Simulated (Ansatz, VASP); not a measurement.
**YI: VASP beside Ansatz**

```
Y I
1.0
     3.51252    0.00000    0.00000
    -1.75626    3.04194    0.00000
     0.00000    0.00000    9.83751
Y I
2 2
Direct
  0.66667 0.33333 0.62673
  0.33333 0.66667 0.37327
  0.33333 0.66667 0.81998
  0.66667 0.33333 0.18002
```

Change from the starting cell: volume scaled by 0.7, no spin polarisation, PAW files.

Alike in both runs: task single point; functional LDA; k mesh 7 × 7 × 3; occupations fermi-dirac, width 0.05 eV; no spin polarisation.

```csv
,VASP,Ansatz
version,VASP 6.6.1,Ansatz 0.2.0
potentials or method,"VASP PAW LDA potentials, release 64 (Y_sv, I)","PAW with Ansatz's default frozen-core files, scalar-relativistic"
plane-wave cutoff (eV),520,420
valence electrons in the cell,36,56
```

VASP gave:

| Property | Result |
| --- | --- |
| pressure (GPa) | 19.4 |
| traceless stress, the component that is largest in VASP (GPa) | 1.71 |
| rms of the force components (eV/Å) | 1.328 |

Q: Which values does Ansatz return?

A: Pressure (GPa): 19.4; traceless stress, the component that is largest in VASP (GPa): 1.70; rms of the force components (eV/Å): 1.322.

LDA's correlation is that of Perdew and Zunger in VASP and of Perdew and Wang (1992) in Ansatz. Atom by atom the forces differ by 0.008 eV/Å (rms over components). VASP's potentials hold 36 valence electrons a cell and Ansatz's 56, so a difference there can come from the potentials and not from the codes.

Neither program's run includes spin-orbit coupling.
